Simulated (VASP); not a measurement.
# Ge (P6_3/mmc) in VASP: further runs

The runs below take Ge through single point, with PBE.

Program: VASP 6.6.1. These are calculated values, not measurements. Logs are shortened: lines on timing, memory, paths and dates and some standing lists are left out, and cuts for length are marked.

### Step 1. The cell of the first run

Symmetry: P6_3/mmc, No. 194, hexagonal system. Conventional cell: a = 4.122 Å, b = 4.122 Å, c = 12.978 Å, α = 90.00°, β = 90.00°, γ = 120.00°. Ge (site symmetry 3m) has 4 Ge at 2.49 to 2.57 Å within 3.3 Å. Ge (site symmetry 3m) has 4 Ge at 2.45 to 2.49 Å within 3.2 Å.

This isn't the form of Ge at room conditions, which is diamond.

### Step 2. Single point, PBE

INCAR

```
SYSTEM = Ge
  PREC = Accurate
  ENCUT = 520
  EDIFF = 1E-6
  ISMEAR = 0
  SIGMA = 0.15
  LREAL = .FALSE.
  LASPH = .TRUE.
  NELM = 80
  ALGO = Fast
  ISIF = 2
  LWAVE = .FALSE.
  LCHARG = .TRUE.
  GGA = PE
  LELF = .TRUE.
  LVHAR = .TRUE.
  NBANDS = 66
```

KPOINTS

```
Automatic mesh
0
G
  15 15 4
  0 0 0
```

POSCAR

```
Ge
1.0
    4.1215611567      0.0000000000      0.0000000000
   -2.0607805784      3.5693766649      0.0000000000
    0.0000000000      0.0000000000     12.9783839263
Ge
8
Direct
    0.0000000000      0.0000000000      0.4011510280
    0.0000000000      0.0000000000      0.5988489720
    0.0000000000      0.0000000000      0.9011510280
    0.0000000000      0.0000000000      0.0988489720
    0.3333333333      0.6666666667      0.3442031336
    0.6666666667      0.3333333333      0.6557968664
    0.6666666667      0.3333333333      0.8442031336
    0.3333333333      0.6666666667      0.1557968664
```

Potentials or basis: VASP PAW PBE potentials, release 64 (Ge_d).

Run with:

```sh
cat potpaw_PBE.64/Ge_d/POTCAR > POTCAR
mpirun -np 1 vasp_std > vasp.out
```

OUTCAR:

```text
SYSTEM = Ge
   PREC = Accurate
   ENCUT = 520
   EDIFF = 1E-6
   ISMEAR = 0
   LREAL = .FALSE.
   LASPH = .TRUE.
   NELM = 80
   ISIF = 2
   GGA = PE

 ion  position               nearest neighbor table
   1  0.000  0.000  0.401-   5 2.49   5 2.49   5 2.49   2 2.57
   2  0.000  0.000  0.599-   6 2.49   6 2.49   6 2.49   1 2.57
   3  0.000  0.000  0.901-   7 2.49   7 2.49   7 2.49   4 2.57
   4  0.000  0.000  0.099-   8 2.49   8 2.49   8 2.49   3 2.57
   5  0.333  0.667  0.344-   8 2.45   1 2.49   1 2.49   1 2.49
   6  0.667  0.333  0.656-   7 2.45   2 2.49   2 2.49   2 2.49
   7  0.667  0.333  0.844-   6 2.45   3 2.49   3 2.49   3 2.49
   8  0.333  0.667  0.156-   5 2.45   4 2.49   4 2.49   4 2.49

  LATTYP: Found a hexagonal cell.
 ALAT       =     4.1215611567
 C/A-ratio  =     3.1489000000

  Lattice vectors:

 A1 = (   4.1215611567,   0.0000000000,   0.0000000000)
 A2 = (  -2.0607805784,   3.5693766649,   0.0000000000)
 A3 = (   0.0000000000,   0.0000000000,  12.9783839263)

Analysis of symmetry for initial positions (statically):
=====================================================================
 Subroutine PRICEL returns:
 Original cell was already a primitive cell.

 Routine SETGRP: Setting up the symmetry group for a
 hexagonal supercell.

 Subroutine GETGRP returns: Found 24 space group operations
 (whereof 12 operations were pure point group operations)
 out of a pool of 24 trial point group operations.

The static configuration has the point symmetry D_3d.
 The point group associated with its full space group is D_6h.

Analysis of symmetry for dynamics (positions and initial velocities):
=====================================================================
 Subroutine PRICEL returns:
 Original cell was already a primitive cell.

 Routine SETGRP: Setting up the symmetry group for a
 hexagonal supercell.

 Subroutine GETGRP returns: Found 24 space group operations
 (whereof 12 operations were pure point group operations)
 out of a pool of 24 trial point group operations.

The dynamic configuration has the point symmetry D_3d.
 The point group associated with its full space group is D_6h.

 Subroutine INISYM returns: Found 24 space group operations
 (whereof 12 operations are pure point group operations),
 and found     1 'primitive' translations

[... 112 lines left out ...]
   ISIF   =      2    stress and relaxation
   ISYM   =      2    0-nonsym 1-usesym 2-fastsym
   POTIM  = 0.5000    time-step for ionic-motion
   TEBEG  =    0.0;   TEEND  =   0.0 temperature during run
   PSTRESS=    0.0 pullay stress
   NELECT =     112.0000    total number of electrons
   NUPDOWN=      -1.0000    fix difference up-down
   EMIN   =  10.00;   EMAX   =-10.00  energy-range for DOS
   EFERMI =   0.00;   METHOD = LEGACY
   ISMEAR =     0;   SIGMA  =   0.15  broadening in eV -4-tet -1-fermi 0-gaus
   EFERMI_NEDOS =   21; number of points for ismear=-14 and -15
   IALGO  =     68    algorithm
   IMIX   =      4    mixing-type and parameters
     AMIX     =   0.40;   BMIX     =  1.00
     AMIX_MAG =   1.60;   BMIX_MAG =  1.00
  volume/ion in A,a.u.               =      23.87       161.06
  Fermi-wavevector in a.u.,A,eV,Ry     =   1.370427  2.589732 25.552698  1.878070
  Thomas-Fermi vector in A             =   2.496214
   LORBIT       =      0    0 simple, 1 ext, 2 COOP (PROOUT), +10 PAW based schemes
   GGA     = PE    functional components
   LHFCALC =     F    Hartree Fock is set to
   AEXX    =    0.0000 exact exchange contribution
   IVDW    =     0    specifies the selected vdW correction
   LEPSILON=     F    determine dielectric tensor
   LRPA    =     F    only Hartree local field effects (RPA)
 non-spin polarized calculation
 RMM-DIIS sequential band-by-band and
 Gauss-broadening in eV      SIGMA  =   0.15
  energy-cutoff  :      520.00
  volume of cell :      190.93
 maximum number of plane-waves:      5215
 NGX is ok and might be reduce to    32
   NGX = 15   NGY = 15   NGZ = 49

 number of electron     111.9999979 magnetization

 Free energy of the ion-electron system (eV)
  ---------------------------------------------------
  ext. energy  EPLUGINS =         0.00000000
  ---------------------------------------------------
  free energy    TOTEN  =       -35.89944516 eV

  energy without entropy =      -35.89560302  energy(sigma->0) =      -35.89752409

 E-fermi :   4.4505     XC(G=0):  -9.6742

 val. band max:        4.4014752158   @ k =   0.0000   0.0000   0.0000
 cond. band min:       4.4924684320   @ k =   0.0667   0.0667   0.0000
 fundamental gap:      0.0909932162
 Fermi energy:         4.4504734537

 k-point     1 :       0.0000    0.0000    0.0000
  band No.  band energies     occupation
      1     -20.2847      2.00000
      2     -20.2791      2.00000
      3     -20.2783      2.00000
      4     -20.2783      2.00000
      5     -20.2757      2.00000
      6     -20.2757      2.00000
[... 1645 lines left out ...]
     65       8.7682      0.00000
     66       9.6389      0.00000

 [... further k-points ...]

------------------------ aborting loop because EDIFF is reached ----------------------------------------

  FORCE on cell =-STRESS in cart. coord.  units (eV):
  Direction    XX          YY          ZZ          XY          YZ          ZX
  --------------------------------------------------------------------------------------
  -------------------------------------------------------------------------------------
  Total       -1.2226611     -1.2226611      2.8273292      0.0000000      0.0000000      0.0000000
  in kB      -10.2598721    -10.2598721     23.7253274      0.0000000      0.0000000      0.0000000
  external PRESSURE =       1.0685278 kB  Pullay stress =       0.0000000 kB

 VOLUME and BASIS-vectors are now :
 -----------------------------------------------------------------------------
  energy-cutoff  :      520.00
  volume of cell :      190.93
      direct lattice vectors                 reciprocal lattice vectors
     4.121561157  0.000000000  0.000000000     0.242626510  0.140080481  0.000000000
    -2.060780578  3.569376665  0.000000000     0.000000000  0.280160962  0.000000000
     0.000000000  0.000000000 12.978383926     0.000000000  0.000000000  0.077051196

 POSITION                                       TOTAL-FORCE (eV/Angst)
 -----------------------------------------------------------------------------------
      0.00000      0.00000      5.20629        -0.000000      0.000000      0.824575
      0.00000      0.00000      7.77209        -0.000000      0.000000     -0.824575
      0.00000      0.00000     11.69548         0.000000      0.000000      0.824575
      0.00000      0.00000      1.28290         0.000000      0.000000     -0.824575
     -0.00000      2.37958      4.46720         0.000000     -0.000000      0.196502
      2.06078      1.18979      8.51118        -0.000000      0.000000     -0.196502
      2.06078      1.18979     10.95639        -0.000000      0.000000      0.196502
     -0.00000      2.37958      2.02199         0.000000     -0.000000     -0.196502
 -----------------------------------------------------------------------------------
    total drift:                               -0.000000      0.000000      0.000000

  FREE ENERGIE OF THE ION-ELECTRON SYSTEM (eV)
  ---------------------------------------------------
  free  energy   TOTEN  =       -35.8994451606 eV

  energy  without entropy=      -35.8956030249  energy(sigma->0) =      -35.89752409
```

OSZICAR:

```text
N       E                     dE             d eps       ncg     rms          rms(c)
DAV:   1     0.138986230964E+04    0.13899E+04   -0.51902E+04 12444   0.462E+03
DAV:   2     0.242544365757E+03   -0.11473E+04   -0.11134E+04 10692   0.114E+03
DAV:   3    -0.104259680502E+02   -0.25297E+03   -0.24324E+03 11140   0.270E+02
DAV:   4    -0.352302143057E+02   -0.24804E+02   -0.24053E+02 12286   0.901E+01
DAV:   5    -0.361716149858E+02   -0.94140E+00   -0.93185E+00 12014   0.193E+01    0.606E+00
RMM:   6    -0.359897536922E+02    0.18186E+00   -0.29147E-01 12861   0.331E+00    0.359E+00
RMM:   7    -0.358861106027E+02    0.10364E+00   -0.26530E-01 13163   0.289E+00    0.275E-01
RMM:   8    -0.358965836398E+02   -0.10473E-01   -0.56945E-02 15008   0.135E+00    0.183E-01
RMM:   9    -0.358989490422E+02   -0.23654E-02   -0.11955E-02 16727   0.525E-01    0.153E-01
RMM:  10    -0.358994372007E+02   -0.48816E-03   -0.13479E-03 14624   0.158E-01    0.532E-02
RMM:  11    -0.358994290537E+02    0.81470E-05   -0.54305E-04 13676   0.148E-01    0.166E-02
RMM:  12    -0.358994412836E+02   -0.12230E-04   -0.10399E-04 16007   0.448E-02    0.107E-02
RMM:  13    -0.358994451877E+02   -0.39041E-05   -0.26299E-05 10936   0.191E-02    0.722E-03
RMM:  14    -0.358994451606E+02    0.27136E-07   -0.67635E-06  9569   0.134E-02
   1 F= -.35899445E+02 E0= -.35897524E+02  d E =-.384214E-02
```

Run time: 22 min. Hardware: 1 thread of Oxide Virtual Turin-like, shared host; peak memory 0.72 GiB.

Results:

```yaml
Free_energy: -35.8994 eV
Pressure: 0.1 GPa
Largest_force: 0.825 eV/Å
Band_gap_on_the_k_mesh: zero (bands 56 and 57 overlap by 0.41 eV)
```

Forces on the atoms (eV/Å):
```
Ge   0.000  0.000  0.825
Ge   0.000  0.000 -0.825
Ge   0.000  0.000  0.825
Ge   0.000  0.000 -0.825
Ge   0.000  0.000  0.197
Ge   0.000  0.000 -0.197
Ge   0.000  0.000  0.197
Ge   0.000  0.000 -0.197
```

Levels at points of the mesh, in eV from the Fermi level:
```
           k point  band 54  band 55  band 56  band 57  band 58  band 59
(0.00, 0.00, 0.00)    -0.63    -0.36    -0.06    -0.05    -0.05     0.40
(0.00, 0.00, 0.50)    -0.40    -0.37    -0.37    -0.37    -0.37     0.83
```

Caveat: semilocal functionals underestimate gaps, so a narrow gap can read as zero.

(Part 1 of 2 ends here.)
